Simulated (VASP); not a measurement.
A run of VASP 6.6.1:

Contents of INCAR:

```
PREC = Accurate ; ENCUT = 520
EDIFF = 1E-7 ; ISMEAR = 0
SIGMA = 0.02 ; LREAL = False
LASPH = True ; NELM = 100
ALGO = Normal ; ISIF = 2
LWAVE = False ; LCHARG = False
GGA = PE ; NBANDS = 46
```

Contents of KPOINTS:

```
Automatic mesh
0
Gamma
  6 6 8
```

POSCAR

```
ZnO
1.0
    5.3384074940      0.0000000000      0.0000000000
    0.0000000000      5.3384074940      0.0000000000
    0.0000000000      0.0000000000      3.2933722473
Zn O
4 4
Direct
    0.1859058691      0.1859058691      0.5000000000
    0.8140941309      0.8140941309      0.5000000000
    0.6859058691      0.3140941309      0.0000000000
    0.3140941309      0.6859058691      0.0000000000
    0.8133215270      0.1866784730      0.5000000000
    0.1866784730      0.8133215270      0.5000000000
    0.6866784730      0.6866784730      0.0000000000
    0.3133215270      0.3133215270      0.0000000000
```

Potentials or basis: VASP PAW PBE potentials, release 64 (Zn, O).

The run is started by

```bash
$ cat potpaw_PBE.64/Zn/POTCAR potpaw_PBE.64/O/POTCAR > POTCAR
$ mpirun -np 1 vasp_std > vasp.out
```

Hardware: 1 thread of AMD EPYC 7R13, with other jobs on the host.

**Question.** How long does it take, and how much memory?

**Answer.** It took 6.2 min on 1 thread of AMD EPYC 7R13, on a shared host, peak memory 0.26 GiB. Counts: scf iterations 16, k points 50.
